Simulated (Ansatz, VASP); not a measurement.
**One calculation of Sb, two programs**

```
Sb
1.0
     4.06868    0.00000    0.00000
    -2.03434    3.52358    0.00000
     0.00000    0.00000   20.80003
Sb
4
Direct
  0.33333 0.66667 0.29567
  0.66667 0.33333 0.21635
  0.33333 0.66667 0.56010
  0.66667 0.33333 0.48077
```

Alike in both runs: task single point; functional PBE; dispersion D3(BJ); k mesh 9 × 9 × 1; occupations gaussian, width 0.05 eV; no spin polarisation.

```csv
,VASP,Ansatz
version,VASP 6.6.1,Ansatz 0.2.0
potentials or method,"VASP PAW PBE potentials, release 64 (Sb_d_GW), cutoff 400 eV","scalar-relativistic, plane waves, PAW"
valence electrons in the cell,60,60
```

```csv
,VASP,Ansatz,Ansatz less VASP
gap on the k mesh at the Fermi level (eV),0.89,0.89,-0.002
least direct gap on the mesh (eV),1.51,1.51,-0.001
rms of the force components (eV/Å),0.052,0.052,-0.0002
```

Atom by atom the forces differ by 0.001 eV/Å (rms over components).

Neither program's run includes spin-orbit coupling.
